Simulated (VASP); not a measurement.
# H in VASP: single point with LDA

Aim: the single point of H with LDA.

Everything below comes from runs of VASP 6.6.1. Logs are shortened: lines on timing, memory, paths and dates and some standing lists are left out, and cuts for length are marked.

**1. The cell of the first run**

The cell holds a atom, 1 atom: a = 14.000 Å, b = 14.400 Å, c = 14.800 Å, α = 90.00°, β = 90.00°, γ = 90.00°.

**2. Single point, LDA, collinear spin, ferromagnetic start**

Input file INCAR:

```
PREC     = Accurate       # precision mode
ENCUT    = 520            # plane-wave cutoff, eV
EDIFF    = 1E-6           # SCF threshold, eV
ISMEAR   = -1             # smearing method
SIGMA    = 0.01           # smearing width, eV
LREAL    = False          # projectors in reciprocal space
LASPH    = True           # aspherical terms in the spheres
NELM     = 150            # most SCF steps
ALGO     = Normal         # electronic algorithm
ISIF     = 2              # what is computed and relaxed
LWAVE    = False          # write WAVECAR
LCHARG   = False          # write CHGCAR
ISPIN    = 2              # spin polarisation
MAGMOM   = 1              # initial moments
LORBIT   = 11             # projections on sites
NBANDS   = 10             # bands
ISYM     = 0
```

Input file KPOINTS:

```
regular mesh
0
Gamma
  1 1 1
```

Input file POSCAR:

```
H
1.0
   14.0000000000      0.0000000000      0.0000000000
    0.0000000000     14.4000000000      0.0000000000
    0.0000000000      0.0000000000     14.8000000000
H
1
Direct
    0.5000000000      0.5000000000      0.5000000000
```

Potentials or basis: VASP PAW LDA potentials, release 64 (H).

On the command line:

```sh
> cat potpaw_LDA.64/H/POTCAR > POTCAR
> mpirun -np 1 vasp_gam > vasp.out
```

OUTCAR:

```text
PREC = Accurate
   ENCUT = 520
   EDIFF = 1E-6
   ISMEAR = -1
   LREAL = False
   LASPH = True
   NELM = 150
   ISIF = 2
   ISPIN = 2
   LORBIT = 11
   ISYM = 0

 ion  position               nearest neighbor table
   1  0.500  0.500  0.500-

IMPORTANT INFORMATION: All symmetrisations will be switched off!
NOSYMM: (Re-)initialisation of all symmetry stuff for point group C_1.

----------------------------------------------------------------------------------------

                                     Primitive cell

  volume of cell :    2983.6800

  direct lattice vectors                    reciprocal lattice vectors
    14.000000000  0.000000000  0.000000000     0.071428571  0.000000000  0.000000000
     0.000000000 14.400000000  0.000000000     0.000000000  0.069444444  0.000000000
     0.000000000  0.000000000 14.800000000     0.000000000  0.000000000  0.067567568

  length of vectors
    14.000000000 14.400000000 14.800000000     0.071428571  0.069444444  0.067567568

  position of ions in fractional coordinates (direct lattice)
     0.500000000  0.500000000  0.500000000

  ion indices of the primitive-cell ions
   primitive index   ion index
                 1           1

----------------------------------------------------------------------------------------

 KPOINTS: regular mesh

Automatic generation of k-mesh.
 Grid dimensions read from file:
 generate k-points for:    1    1    1

 Generating k-lattice:

  Cartesian coordinates                     Fractional coordinates (reciprocal lattice)
     0.071428571  0.000000000  0.000000000     1.000000000  0.000000000  0.000000000
     0.000000000  0.069444444  0.000000000     0.000000000  1.000000000  0.000000000
     0.000000000  0.000000000  0.067567568     0.000000000  0.000000000  1.000000000

  Length of vectors
     0.071428571  0.069444444  0.067567568

  Shift w.r.t. Gamma in fractional coordinates (k-lattice)
     0.000000000  0.000000000  0.000000000

 Subroutine IBZKPT returns following result:
 ===========================================

 Found      1 irreducible k-points:

 Following reciprocal coordinates:
            Coordinates               Weight
  0.000000  0.000000  0.000000      1.000000
   k-points           NKPTS =      1   k-points in BZ     NKDIM =      1   number of bands    NBANDS=     10
   number of dos      NEDOS =    301   number of ions     NIONS =      1
   total plane-waves  NPLWV = ******
   dimension x,y,z NGX =   108 NGY =  108 NGZ =  112
   dimension x,y,z NGXF=   216 NGYF=  216 NGZF=  224
   ions per type =               1
   NGX,Y,Z   is equivalent  to a cutoff of  12.82, 12.47, 12.58 a.u.
   NGXF,Y,Z  is equivalent  to a cutoff of  25.65, 24.94, 25.16 a.u.
 SYSTEM =  unknown system
   PREC   = accura    normal or accurate (medium, high low for compatibility)
   ISTART =      0    job   : 0-new  1-cont  2-samecut
   ICHARG =      2    charge: 1-file 2-atom 10-const
   ISPIN  =      2    spin polarized calculation?
   LNONCOLLINEAR =      F non collinear calculations
   LSORBIT =      F    spin-orbit coupling
   LASPH  =      T    aspherical Exc in radial PAW
   ENCUT  =  520.0 eV  38.22 Ry    6.18 a.u.  26.03 26.77 27.52*2*pi/ulx,y,z
   NELM   =    150;   NELMIN=  2; NELMDL= -5     # of ELM steps
   EDIFF  = 0.1E-05   stopping-criterion for ELM
   LREAL  =      F    real-space projection
   EDIFFG = 0.1E-04   stopping-criterion for IOM
   NSW    =      0    number of steps for IOM
   IBRION =     -1    ionic relax: 0-MD 1-quasi-New 2-CG
   NFREE  =      0    steps in history (QN), initial steepest desc. (CG)
   ISIF   =      2    stress and relaxation
   ISYM   =      0    0-nonsym 1-usesym 2-fastsym
   POTIM  = 0.5000    time-step for ionic-motion
   TEBEG  =    0.0;   TEEND  =   0.0 temperature during run
   PSTRESS=    0.0 pullay stress
   NELECT =       1.0000    total number of electrons
   NUPDOWN=      -1.0000    fix difference up-down
   EMIN   =  10.00;   EMAX   =-10.00  energy-range for DOS
   EFERMI =   0.00;   METHOD = LEGACY
   ISMEAR =    -1;   SIGMA  =   0.01  broadening in eV -4-tet -1-fermi 0-gaus
   EFERMI_NEDOS =   21; number of points for ismear=-14 and -15
   IALGO  =     38    algorithm
   IMIX   =      4    mixing-type and parameters
     AMIX     =   0.40;   BMIX     =  1.00
     AMIX_MAG =   1.60;   BMIX_MAG =  1.00
  volume/ion in A,a.u.               =    2983.68     20134.87
  Fermi-wavevector in a.u.,A,eV,Ry     =   0.113717  0.214893  0.175943  0.012931
  Thomas-Fermi vector in A             =   0.719061
   LORBIT       =     11    0 simple, 1 ext, 2 COOP (PROOUT), +10 PAW based schemes
   GGA     = CA    functional components
   LHFCALC =     F    Hartree Fock is set to
   AEXX    =    0.0000 exact exchange contribution
   IVDW    =     0    specifies the selected vdW correction
   LEPSILON=     F    determine dielectric tensor
   LRPA    =     F    only Hartree local field effects (RPA)
 spin polarized calculation
  energy-cutoff  :      520.00
  volume of cell :     2983.68
 maximum number of plane-waves:     40220
 NGX is ok and might be reduce to   108
   NGX = 53   NGY = 53   NGZ = 55

 number of electron       1.0000000 magnetization       1.0000000

 Free energy of the ion-electron system (eV)
  ---------------------------------------------------
  ext. energy  EPLUGINS =         0.00000000
  ---------------------------------------------------
  free energy    TOTEN  =        -0.89667527 eV

  energy without entropy =       -0.89667527  energy(sigma->0) =       -0.89667527

 E-fermi :  -7.0839     XC(G=0):  -0.1342

 val. band max:       -7.3142774687   @ k =   0.0000   0.0000   0.0000
 cond. band min:      -2.3856860633   @ k =   0.0000   0.0000   0.0000
 fundamental gap:      4.9285914054
 Fermi energy:        -7.0838796842

 spin component 1

 k-point     1 :       0.0000    0.0000    0.0000
  band No.  band energies     occupation
      1      -7.3143      1.00000
      2      -0.0744      0.00000
      3       0.4796      0.00000
      4       0.5057      0.00000
      5       0.5338      0.00000
      6       0.5924      0.00000
      7       0.6749      0.00000
      8       0.7227      0.00000
      9       1.0710      0.00000
     10       1.0849      0.00000
 Fermi energy:        -7.0838796842

 spin component 2

 k-point     1 :       0.0000    0.0000    0.0000
  band No.  band energies     occupation
      1      -2.3857      0.00000
      2       0.0033      0.00000
      3       0.5667      0.00000
      4       0.5997      0.00000
      5       0.6355      0.00000
      6       0.6691      0.00000
      7       0.7166      0.00000
      8       0.8138      0.00000
      9       1.2002      0.00000
     10       1.2099      0.00000

------------------------ aborting loop because EDIFF is reached ----------------------------------------

  FORCE on cell =-STRESS in cart. coord.  units (eV):
  Direction    XX          YY          ZZ          XY          YZ          ZX
  --------------------------------------------------------------------------------------
  -------------------------------------------------------------------------------------
  Total       -0.0089175     -0.0088024     -0.0088262      0.0000000      0.0000000      0.0000000
  in kB       -0.0047885     -0.0047267     -0.0047395      0.0000000      0.0000000      0.0000000
  external PRESSURE =      -0.0047516 kB  Pullay stress =       0.0000000 kB

 VOLUME and BASIS-vectors are now :
 -----------------------------------------------------------------------------
  energy-cutoff  :      520.00
  volume of cell :     2983.68
      direct lattice vectors                 reciprocal lattice vectors
    14.000000000  0.000000000  0.000000000     0.071428571  0.000000000  0.000000000
     0.000000000 14.400000000  0.000000000     0.000000000  0.069444444  0.000000000
     0.000000000  0.000000000 14.800000000     0.000000000  0.000000000  0.067567568

 POSITION                                       TOTAL-FORCE (eV/Angst)
 -----------------------------------------------------------------------------------
      7.00000      7.20000      7.40000        -0.000000     -0.000000      0.000000
 -----------------------------------------------------------------------------------
    total drift:                               -0.000000     -0.000000      0.000000

  FREE ENERGIE OF THE ION-ELECTRON SYSTEM (eV)
  ---------------------------------------------------
  free  energy   TOTEN  =        -0.8966752674 eV

  energy  without entropy=       -0.8966752674  energy(sigma->0) =       -0.89667527

 total charge

# of ion       s       p       d       tot
------------------------------------------
    1        0.362   0.000   0.000   0.362

 magnetization (x)

# of ion       s       p       d       tot
------------------------------------------
    1        0.362   0.000   0.000   0.362
```

OSZICAR:

```text
N       E                     dE             d eps       ncg     rms          rms(c)
DAV:   1     0.221758706664E+01    0.22176E+01   -0.11366E+02    40   0.354E+01
DAV:   2    -0.741072794199E+00   -0.29587E+01   -0.29408E+01    60   0.110E+01
[... 15 lines left out ...]
DAV:  18    -0.896648964931E+00   -0.16566E-04   -0.15538E-07    50   0.535E-04    0.110E-04
DAV:  19    -0.896665198665E+00   -0.16234E-04   -0.85857E-08    58   0.393E-04    0.575E-05
DAV:  20    -0.896668624462E+00   -0.34258E-05   -0.25804E-08    56   0.218E-04    0.334E-05
DAV:  21    -0.896672745257E+00   -0.41208E-05   -0.30213E-09    56   0.778E-05    0.208E-05
DAV:  22    -0.896675201580E+00   -0.24563E-05   -0.19810E-09    56   0.648E-05    0.134E-05
DAV:  23    -0.896675267385E+00   -0.65805E-07   -0.38311E-10    56   0.298E-05
   1 F= -.89667527E+00 E0= -.89667527E+00  d E =-.237073E-10  mag=     1.0000
```

It took 2.5 min on 1 thread of Intel Xeon Platinum 8375C at 2.90GHz (Ice Lake), shared host; peak memory 1.5 GiB.

What came out:

| Property | Result |
| --- | --- |
| Free energy | -0.8967 eV |
| Pressure | 0.0 GPa |
| Band gap on the k mesh | 4.93 eV |
| Net moment | 1.00 μB per cell |
| Site moments | H +0.36 μB |
| Valence electrons inside the program's atomic spheres | H 0.36 |

Levels at points of the mesh, in eV from the valence-band top:
Spin up:
```csv
k point,band 1,band 2,band 3,band 4,band 5
"(0.00, 0.00, 0.00)",0.00,7.24,7.79,7.82,7.85
```
Spin down:
```
           k point  band 1  band 2  band 3  band 4  band 5
(0.00, 0.00, 0.00)    4.93    7.32    7.88    7.91    7.95
```
